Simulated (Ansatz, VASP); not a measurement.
Mo: VASP beside Ansatz

```
CELL_PARAMETERS angstrom
2.59195 0.00000 0.00000
0.00000 2.59195 0.00000
0.00000 0.00000 2.59195
ATOMIC_POSITIONS crystal
Mo 0.00000 0.00000 0.00000
```

Alike in both runs: functional r2SCAN; k mesh 12 × 12 × 12; occupations fermi-dirac, width 0.1 eV; no spin polarisation.

Ansatz relaxed the structure, and its values are those at the end. VASP's run is a single point on that final structure, the one shown.

```csv
,VASP,Ansatz
version,VASP 6.6.1,Ansatz 0.2.0
potentials or method,"VASP PAW PBE potentials, release 64 (Mo_sv), cutoff 550 eV","plane waves (500 eV) with PAW, scalar-relativistic"
valence electrons in the cell,14,14
```

```csv
,VASP,Ansatz,Ansatz less VASP
pressure (GPa),1.0,0.0,-1.00
```

VASP's potentials were made for PBE, not for r2SCAN.
